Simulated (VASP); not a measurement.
Set up this calculation in VASP 6.6.1, as the native input.

| Item | Value |
| --- | --- |
| Task | single point |
| Functional | PBE |
| Potentials or basis | VASP PAW PBE potentials, release 64 (Mg, C, N) |
| Cutoff | 520 eV |
| k mesh | 4 × 4 × 4 |
| Occupations | gaussian, width 0.1 eV |
| Spin | no spin polarisation |
| Dipole correction | no |
| Further INCAR settings | ALGO = Normal; EDIFF = 1e-06; NBANDS = 42 |

The structure of MgC3N3 lies in POSCAR:

```
MgC3N3
1.0
    0.0000000000      5.2250000000      5.2250000000
    5.2250000000      0.0000000000      5.2250000000
    5.2250000000      5.2250000000      0.0000000000
Mg C N
2 6 6
Direct
    0.0000000000      0.0000000000      0.0000000000
    0.5000000000      0.5000000000      0.5000000000
    0.8105263200      0.1894736800      0.1894736800
    0.1894736800      0.8105263200      0.1894736800
    0.1894736800      0.1894736800      0.8105263200
    0.1894736800      0.8105263200      0.8105263200
    0.8105263200      0.1894736800      0.8105263200
    0.8105263200      0.8105263200      0.1894736800
    0.6985645900      0.3014354100      0.3014354100
    0.3014354100      0.6985645900      0.3014354100
    0.3014354100      0.3014354100      0.6985645900
    0.3014354100      0.6985645900      0.6985645900
    0.6985645900      0.3014354100      0.6985645900
    0.6985645900      0.6985645900      0.3014354100
```

One way to write it, as run:

INCAR

```
PREC = Accurate ; ENCUT = 520
EDIFF = 1E-6 ; ISMEAR = 0
SIGMA = 0.1 ; LREAL = F
LASPH = T ; NELM = 80
ALGO = Normal ; ISIF = 2
LWAVE = F ; LCHARG = T
GGA = PE ; LELF = T
LVHAR = T ; NBANDS = 42
```

KPOINTS

```
regular mesh
0
Gamma
  4 4 4
```

Potentials or basis: VASP PAW PBE potentials, release 64 (Mg, C, N).

Command:

```bash
$ cat potpaw_PBE.64/Mg/POTCAR potpaw_PBE.64/C/POTCAR potpaw_PBE.64/N/POTCAR > POTCAR
$ mpirun -np 1 vasp_std > vasp.out
```

Results of the run:

```yaml
Pressure: 7.5 GPa
Largest_force: 2.575 eV/Å
Band_gap_on_the_k_mesh: zero (band 29 reaches -4.11 eV, above the bottom of band 30 at -4.20 eV)
```

Caveat: forces of over 1 eV/Å act on the atoms, so gaps and moduli don't describe the material at rest.

It took 120 s on 1 thread of Intel(R) Xeon(R) Platinum 8488C (Sapphire Rapids) (shared host), peak memory 0.46 GiB.
